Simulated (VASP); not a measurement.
# C (C2/m) in VASP: further runs

C is run at these levels: HSE06, LDA; tasks: single point, relaxation of cell and atoms.

Program: VASP 6.6.1. These are calculated values, not measurements. Logs are shortened: lines on timing, memory, paths and dates and some standing lists are left out, and cuts for length are marked.

## (1) The cell of the first run

Symmetry: C2/m, No. 12, monoclinic system. The conventional cell has a = 4.338 Å, b = 2.505 Å, c = 3.838 Å, α = 90.00°, β = 111.49°, γ = 90.00°. Within 1.9 Å of C (site symmetry m) lie 3 C at 1.45 Å.

## (2) Single point, HSE06

POSCAR

```
C
1.0
    2.1690430626     -1.2523725254      0.0000000000
    2.1690430626      1.2523725254      0.0000000000
   -1.4061170787      0.0000000000      3.5715304629
C
2
Direct
    0.1666444700      0.1666444700      0.9999069600
    0.8333555300      0.8333555300      0.0000930400
```

INCAR.step1

```
SYSTEM = C
PREC = Accurate ; ENCUT = 520
EDIFF = 1E-5 ; ISMEAR = -1
SIGMA = 0.05 ; LREAL = .FALSE.
LASPH = .TRUE. ; NELM = 100
ALGO = Normal ; ISIF = 2
LWAVE = .TRUE. ; NBANDS = 11
GGA = PE
```

INCAR.step2

```
SYSTEM = C
PREC = Accurate ; ENCUT = 520
EDIFF = 1E-7 ; ISMEAR = -1
SIGMA = 0.05 ; LREAL = .FALSE.
LASPH = .TRUE. ; NELM = 100
ALGO = Normal ; ISIF = 2
LWAVE = .FALSE. ; LCHARG = .TRUE.
GGA = PE ; LHFCALC = .TRUE.
HFSCREEN = 0.2079 ; PRECFOCK = Normal
LELF = .TRUE. ; LVHAR = .TRUE.
NBANDS = 11 ; ISTART = 1
```

KPOINTS

```
regular mesh
0
G
  8 8 4
  0 0 0
```

Potentials or basis: VASP PAW PBE potentials, release 64 (C).

Launch:

```bash
$ cat potpaw_PBE.64/C/POTCAR > POTCAR
$ cp INCAR.step1 INCAR
$ mpirun -np 1 vasp_std > vasp.out
$ cp INCAR.step2 INCAR
$ mpirun -np 1 vasp_std > vasp.out
```

OUTCAR:

```text
SYSTEM = C
   PREC = Accurate
   ENCUT = 520
   EDIFF = 1E-7
   ISMEAR = -1
   LREAL = .FALSE.
   LASPH = .TRUE.
   NELM = 100
   ISIF = 2
   GGA = PE
   LHFCALC = .TRUE.
   HFSCREEN = 0.2079
   PRECFOCK = Normal
   ISTART = 1

 ion  position               nearest neighbor table
   1  0.167  0.167  1.000-   2 1.45   2 1.45   2 1.45
   2  0.833  0.833  0.000-   1 1.45   1 1.45   1 1.45

  LATTYP: Found a base centered monoclinic cell.
 ALAT       =     4.3380861252
 B/A-ratio  =     0.5773848141
 C/A-ratio  =     0.8848045598
 COS(beta)  =    -0.3663329314

  Lattice vectors:

 A1 = (   2.1690430626,  -1.2523725254,   0.0000000000)
 A2 = (   2.1690430626,   1.2523725254,   0.0000000000)
 A3 = (  -1.4061170787,   0.0000000000,   3.5715304629)

Analysis of symmetry for initial positions (statically):
=====================================================================
 Subroutine PRICEL returns:
 Original cell was already a primitive cell.

 Routine SETGRP: Setting up the symmetry group for a
 base centered monoclinic supercell.

 Subroutine GETGRP returns: Found  4 space group operations
 (whereof  4 operations were pure point group operations)
 out of a pool of  4 trial point group operations.

The static configuration has the point symmetry C_2h.

Analysis of symmetry for dynamics (positions and initial velocities):
=====================================================================
 Subroutine PRICEL returns:
 Original cell was already a primitive cell.

 Routine SETGRP: Setting up the symmetry group for a
 base centered monoclinic supercell.

 Subroutine GETGRP returns: Found  4 space group operations
 (whereof  4 operations were pure point group operations)
 out of a pool of  4 trial point group operations.

The dynamic configuration has the point symmetry C_2h.

 Subroutine INISYM returns: Found  4 space group operations
 (whereof  4 operations are pure point group operations),
 and found     1 'primitive' translations

----------------------------------------------------------------------------------------

                                     Primitive cell

  volume of cell :      19.4038

  direct lattice vectors                    reciprocal lattice vectors
     2.169043063 -1.252372525  0.000000000     0.230516401 -0.399242230  0.090754664
     2.169043063  1.252372525  0.000000000     0.230516401  0.399242230  0.090754664
    -1.406117079  0.000000000  3.571530463     0.000000000  0.000000000  0.279992012

  length of vectors
     2.504632658  2.504632658  3.838358384     0.469860169  0.469860169  0.279992012

  position of ions in fractional coordinates (direct lattice)
     0.166644470  0.166644470  0.999906960
     0.833355530  0.833355530  0.000093040

  ion indices of the primitive-cell ions
   primitive index   ion index
                 1           1
                 2           2

----------------------------------------------------------------------------------------

 KPOINTS: regular mesh

Automatic generation of k-mesh.
 Grid dimensions read from file:
 generate k-points for:    8    8    4

 Generating k-lattice:

  Cartesian coordinates                     Fractional coordinates (reciprocal lattice)
     0.028814550 -0.049905279  0.011344333     0.125000000  0.000000000 -0.000000000
     0.028814550  0.049905279  0.011344333     0.000000000  0.125000000 -0.000000000
     0.000000000  0.000000000  0.069998003     0.000000000  0.000000000  0.250000000

  Length of vectors
     0.058732521  0.058732521  0.069998003

  Shift w.r.t. Gamma in fractional coordinates (k-lattice)
     0.000000000  0.000000000  0.000000000

 Subroutine IBZKPT returns following result:
 ===========================================

 Found     78 irreducible k-points:

 Following reciprocal coordinates:
            Coordinates               Weight
  0.000000  0.000000  0.000000      1.000000
  0.125000  0.000000  0.000000      4.000000
  0.250000  0.000000  0.000000      4.000000
  0.375000  0.000000  0.000000      4.000000
  0.500000  0.000000  0.000000      2.000000
  0.125000  0.125000  0.000000      2.000000
[... 16 lines left out ...]
  0.125000  0.000000  0.250000      4.000000
  0.250000  0.000000  0.250000      4.000000
 [... further k-points ...]
   k-points           NKPTS =     78   k-points in BZ     NKDIM =    256   number of bands    NBANDS=     11
   number of dos      NEDOS =    301   number of ions     NIONS =      2
   total plane-waves  NPLWV =  12000
   dimension x,y,z NGX =    20 NGY =   20 NGZ =   30
   dimension x,y,z NGXF=    40 NGYF=   40 NGZF=   60
   ions per type =               2
   NGX,Y,Z   is equivalent  to a cutoff of  13.28, 13.28, 12.99 a.u.
   NGXF,Y,Z  is equivalent  to a cutoff of  26.55, 26.55, 25.99 a.u.
 SYSTEM =  C
   PREC   = accura    normal or accurate (medium, high low for compatibility)
   ISTART =      1    job   : 0-new  1-cont  2-samecut
   ICHARG =      0    charge: 1-file 2-atom 10-const
   ISPIN  =      1    spin polarized calculation?
   LNONCOLLINEAR =      F non collinear calculations
   LSORBIT =      F    spin-orbit coupling
   LASPH  =      T    aspherical Exc in radial PAW
   ENCUT  =  520.0 eV  38.22 Ry    6.18 a.u.   4.66  4.66  7.14*2*pi/ulx,y,z
   NELM   =    100;   NELMIN=  2; NELMDL=  0     # of ELM steps
   EDIFF  = 0.1E-06   stopping-criterion for ELM
   LREAL  =      F    real-space projection
   EDIFFG = 0.1E-05   stopping-criterion for IOM
   NSW    =      0    number of steps for IOM
   IBRION =     -1    ionic relax: 0-MD 1-quasi-New 2-CG
   NFREE  =      0    steps in history (QN), initial steepest desc. (CG)
   ISIF   =      2    stress and relaxation
   ISYM   =      3    0-nonsym 1-usesym 2-fastsym
   POTIM  = 0.5000    time-step for ionic-motion
   TEBEG  =    0.0;   TEEND  =   0.0 temperature during run
   PSTRESS=    0.0 pullay stress
   NELECT =       8.0000    total number of electrons
   NUPDOWN=      -1.0000    fix difference up-down
   EMIN   =  10.00;   EMAX   =-10.00  energy-range for DOS
   EFERMI =   0.00;   METHOD = LEGACY
   ISMEAR =    -1;   SIGMA  =   0.05  broadening in eV -4-tet -1-fermi 0-gaus
   EFERMI_NEDOS =   21; number of points for ismear=-14 and -15
   IALGO  =     38    algorithm
   IMIX   =      1    mixing-type and parameters
     AMIX     =   0.40;   BMIX     =  1.00
     AMIX_MAG =   1.60;   BMIX_MAG =  1.00
  volume/ion in A,a.u.               =       9.70        65.47
  Fermi-wavevector in a.u.,A,eV,Ry     =   1.218455  2.302546 20.199651  1.484632
  Thomas-Fermi vector in A             =   2.353741
   LORBIT       =      0    0 simple, 1 ext, 2 COOP (PROOUT), +10 PAW based schemes
   GGA     = PE    functional components
   LHFCALC =     T    Hartree Fock is set to
   PRECFOCK=normal    Normal, Fast or Accurate (Low or Medium for compatibility)
   ENCUT4O =  -1.0   cutoff for four orbital integrals eV
   NKREDX  =     1    reduce k-point grid by
   NKREDY  =     1    reduce k-point grid by
   NKREDZ  =     1    reduce k-point grid by
   AEXX    =    0.2500 exact exchange contribution
   HFSCREEN=    0.2079 screening length (either q_TF or 0.3 A-1)
   HFSCREENC=   0.2079 screening length for correlation (either q_TF or 0.3 A-1)
   ENCUTFOCK=  -1.0 apply spherical cutoff to Coloumb kernel
   IVDW    =     0    specifies the selected vdW correction
   LEPSILON=     F    determine dielectric tensor
   LRPA    =     F    only Hartree local field effects (RPA)
 non-spin polarized calculation
  energy-cutoff  :      520.00
  volume of cell :       19.40
 maximum number of plane-waves:       533
  NGX = 14; NGY = 14; NGZ = 24

 number of electron       8.0000000 magnetization

 Free energy of the ion-electron system (eV)
  ---------------------------------------------------
  ext. energy  EPLUGINS =         0.00000000
  ---------------------------------------------------
  free energy    TOTEN  =       -21.10228674 eV

  energy without entropy =      -21.10228674  energy(sigma->0) =      -21.10228674

 E-fermi :   3.8639     XC(G=0):  -8.1296

 val. band max:        2.8898629486   @ k =  -0.3750   0.3750   0.5000
 cond. band min:       4.8861755124   @ k =  -0.3750   0.3750   0.5000
 fundamental gap:      1.9963125637
 Fermi energy:         3.8639351579

 k-point     1 :       0.0000    0.0000    0.0000
  band No.  band energies     occupation
      1     -17.9050      2.00000
      2      -3.8485      2.00000
      3      -0.1579      2.00000
      4      -0.1543      2.00000
      5       8.1609      0.00000
      6      12.7902      0.00000
      7      12.7924      0.00000
      8      16.2450      0.00000
      9      16.5916      0.00000
     10      26.8528      0.00000
     11      28.3487      0.00000

 k-point     2 :       0.1250    0.0000    0.0000
  band No.  band energies     occupation
      1     -17.5082      2.00000
      2      -3.4150      2.00000
      3      -1.6286      2.00000
      4      -0.8689      2.00000
      5       8.6908      0.00000
      6      12.8193      0.00000
      7      14.3205      0.00000
      8      14.9333      0.00000
      9      17.3905      0.00000
     10      26.6935      0.00000
     11      28.0418      0.00000

 k-point     3 :       0.2500    0.0000    0.0000
  band No.  band energies     occupation
      1     -16.3291      2.00000
      2      -4.8482      2.00000
      3      -2.2192      2.00000
      4      -2.1335      2.00000
      5      10.2498      0.00000
      6      11.8355      0.00000
      7      12.4084      0.00000
      8      17.9902      0.00000
      9      19.4622      0.00000
     10      23.5907      0.00000
     11      26.6723      0.00000

 k-point     4 :       0.3750    0.0000    0.0000
  band No.  band energies     occupation
      1     -14.4155      2.00000
      2      -8.3598      2.00000
      3      -3.2687      2.00000
      4      -0.1502      2.00000
      5       8.2777      0.00000
      6      11.8498      0.00000
      7      12.8646      0.00000
      8      19.2859      0.00000
      9      22.2842      0.00000
     10      22.7257      0.00000
     11      25.0915      0.00000

 k-point     5 :       0.5000    0.0000    0.0000
  band No.  band energies     occupation
      1     -12.3831      2.00000
      2     -10.9713      2.00000
      3      -3.6473      2.00000
      4       1.3564      2.00000
      5       6.1841      0.00000
      6      11.6645      0.00000
      7      15.8829      0.00000
      8      16.3711      0.00000
      9      22.4228      0.00000
     10      24.5589      0.00000
     11      24.6567      0.00000
[... 211 lines left out ...]
 k-point    21 :       0.5000    0.5000    0.0000
  band No.  band energies     occupation
      1     -12.3124      2.00000
      2     -10.9170      2.00000
      3      -3.6840      2.00000
      4       0.7975      2.00000
      5       5.5994      0.00000
      6      11.3912      0.00000
      7      17.2302      0.00000
      8      18.5954      0.00000
      9      23.5067      0.00000
     10      24.6660      0.00000
     11      26.9707      0.00000

 k-point    22 :       0.0000    0.0000    0.2500
  band No.  band energies     occupation
      1     -17.8086      2.00000
      2      -4.6998      2.00000
      3      -0.1630      2.00000
      4      -0.1605      2.00000
      5      10.4856      0.00000
      6      12.7729      0.00000
      7      12.7743      0.00000
      8      16.2994      0.00000
      9      16.5466      0.00000
     10      24.8706      0.00000
     11      26.6841      0.00000

 k-point    23 :       0.1250    0.0000    0.2500
  band No.  band energies     occupation
      1     -17.3927      2.00000
      2      -4.4128      2.00000
      3      -1.6480      2.00000
      4      -0.8713      2.00000
      5      11.5691      0.00000
      6      12.8105      0.00000
      7      14.2967      0.00000
      8      15.0912      0.00000
      9      17.2726      0.00000
     10      24.0596      0.00000
     11      27.7019      0.00000

 k-point    24 :       0.2500    0.0000    0.2500
  band No.  band energies     occupation
      1     -16.2083      2.00000
      2      -4.8799      2.00000
      3      -3.1600      2.00000
      4      -2.2256      2.00000
      5      12.0736      0.00000
      6      12.3033      0.00000
      7      13.5877      0.00000
      8      17.9674      0.00000
      9      19.1186      0.00000
     10      23.4860      0.00000
     11      26.5956      0.00000

 [... further k-points ...]

------------------------ aborting loop because EDIFF is reached ----------------------------------------

  FORCE on cell =-STRESS in cart. coord.  units (eV):
  Direction    XX          YY          ZZ          XY          YZ          ZX
  --------------------------------------------------------------------------------------
  -------------------------------------------------------------------------------------
  Total       -2.9482906     -2.9534123      0.1425018      0.0000000      0.0000000     -0.0034560
  in kB     -243.4416083   -243.8645100     11.7664323      0.0000000      0.0000000     -0.2853622
  external PRESSURE =    -158.5132287 kB  Pullay stress =       0.0000000 kB

 VOLUME and BASIS-vectors are now :
 -----------------------------------------------------------------------------
  energy-cutoff  :      520.00
  volume of cell :       19.40
      direct lattice vectors                 reciprocal lattice vectors
     2.169043063 -1.252372525  0.000000000     0.230516401 -0.399242230  0.090754664
     2.169043063  1.252372525  0.000000000     0.230516401  0.399242230  0.090754664
    -1.406117079  0.000000000  3.571530463     0.000000000  0.000000000  0.279992012

 POSITION                                       TOTAL-FORCE (eV/Angst)
 -----------------------------------------------------------------------------------
     -0.68307      0.00000      3.57120        -0.004008      0.000000      0.006909
      3.61504      0.00000      0.00033         0.004008      0.000000     -0.006909
 -----------------------------------------------------------------------------------
    total drift:                                0.000000     -0.000000     -0.000000

  FREE ENERGIE OF THE ION-ELECTRON SYSTEM (eV)
  ---------------------------------------------------
  free  energy   TOTEN  =       -21.1022867413 eV

  energy  without entropy=      -21.1022867411  energy(sigma->0) =      -21.10228674
```

Run time: 30 min. Hardware: 1 thread of Intel Xeon 8259CL, shared host; peak memory 0.24 GiB.

Results:

```
Free energy   : -21.1023 eV
Pressure      : -15.9 GPa
Largest force : 0.008 eV/Å
```

Forces in eV/Å, atoms in the order of the input:
```
C   -0.004  0.000  0.007
C    0.004  0.000 -0.007
```

Caveat: the k points lie up to 0.44 Å⁻¹ apart; this functional lacks dispersion, which binds layers or chains, so the pressure and a relaxed spacing across them are unreliable; the PAW data sets were made with another functional, which shifts forces and pressure a little.

(Part 1 of 3 ends here.)
